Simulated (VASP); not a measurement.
## Hf2N: single point with PBEsol

Crystal: Hf2N.

```xyz
6
Lattice="5.3131 0.0000 0.0000 0.0000 5.3131 0.0000 0.0000 0.0000 3.2421" Properties=species:S:1:pos:R:3 pbc="T T T"
Hf    1.5702    1.5702    0.0000
Hf    3.7429    3.7429    0.0000
Hf    4.2268    1.0863    1.6210
Hf    1.0863    4.2268    1.6210
N     0.0000    0.0000    0.0000
N     2.6566    2.6566    1.6210
```

| Quantity | Value |
| --- | --- |
| Program | VASP 6.6.1 |
| Task | single point |
| Functional | PBEsol |
| Potentials or basis | VASP PAW PBE potentials, release 64 (Hf_pv, N) |
| Cutoff | 520 eV |
| k mesh | 8 × 8 × 12 |
| Occupations | gaussian, width 0.3 eV |
| Spin | no spin polarisation |

* Pressure: -3.2 GPa
* Largest force: 0.006 eV/Å
* Band gap on the k mesh: zero (band 25 reaches 7.21 eV, above the bottom of band 26 at 4.55 eV)

Forces on the atoms (eV/Å):
```
Hf   0.004  0.004  0.000
Hf  -0.004 -0.004  0.000
Hf   0.004 -0.004  0.000
Hf  -0.004  0.004  0.000
N    0.000  0.000  0.000
N    0.000  0.000  0.000
```

Stress tensor (GPa, compression positive):
```
-2.97  0.00  0.00
 0.00 -2.97  0.00
 0.00  0.00 -3.61
```

Levels at points of the mesh, in eV from the Fermi level:
| k point | band 21 | band 22 | band 23 | band 24 | band 25 | band 26 | band 27 | band 28 | band 29 | band 30 |
| --- | --- | --- | --- | --- | --- | --- | --- | --- | --- | --- |
| (0.00, 0.00, 0.00) | -3.54 | -2.14 | -0.13 | 0.79 | 1.02 | 1.10 | 1.10 | 1.54 | 1.75 | 1.75 |
| (0.50, 0.00, 0.00) | -2.49 | -2.49 | -1.07 | -1.07 | 1.41 | 1.41 | 1.84 | 1.84 | 1.96 | 1.96 |
| (0.50, 0.50, 0.00) | -1.77 | -1.77 | -1.43 | -1.43 | 1.04 | 1.04 | 1.50 | 1.50 | 1.79 | 1.79 |
| (0.00, 0.00, 0.50) | -1.47 | -1.47 | -1.27 | -1.27 | -1.25 | -1.25 | 2.16 | 2.16 | 3.69 | 3.69 |
| (0.50, 0.00, 0.50) | -1.96 | -1.96 | -1.18 | -1.18 | -0.95 | -0.95 | 1.76 | 1.76 | 3.81 | 3.81 |
| (0.50, 0.50, 0.50) | -1.70 | -1.70 | -0.86 | -0.86 | -0.58 | -0.58 | 1.27 | 1.27 | 2.89 | 2.89 |

Wall time 6.7 min on 1 thread of AMD EPYC 7R43 64-Core Processor (Zen 3), on a shared host, peak memory 0.33 GiB.

Caveat: the PAW data sets were made with another functional, which shifts forces and pressure a little; spin-orbit coupling is left out, which moves the levels of the heavy elements.
